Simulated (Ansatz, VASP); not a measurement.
**SnTe: VASP beside Ansatz**

```
Sn Te
1.0
     0.00000    3.15650    3.06181
     3.15650    0.00000    3.06181
     3.15650    3.15650    0.00000
Sn Te
1 1
Direct
  0.00000 0.00000 0.00000
  0.50000 0.50000 0.50000
```

Change from the starting cell: zz strain of -3 %, crystal datasets.

Alike in both runs: task electric field gradients; functional PBE; k mesh 11 × 11 × 11; occupations fermi-dirac, width 0.08 eV; no spin polarisation.

|  | VASP | Ansatz |
| --- | --- | --- |
| version | VASP 6.6.1 | Ansatz 0.2.0 |
| potentials or method | VASP PAW PBE potentials, release 64 (Sn_d, Te), cutoff 520 eV | all-electron PAW with datasets made for the crystal, scalar-relativistic |

|  | VASP | Ansatz | Ansatz less VASP |
| --- | --- | --- | --- |
| pressure (GPa) | 3.7 | 3.8 | +0.02 |
| traceless stress, the component that is largest in VASP (GPa) | 3.23 | 3.23 | -0.006 |
| size of Vzz on the site where it differs most (V/Å²) | 13.2 | 11.8 | -1.33 |

Ansatz ran all-electron here, and VASP with PAW potentials.

Neither program's run includes spin-orbit coupling.
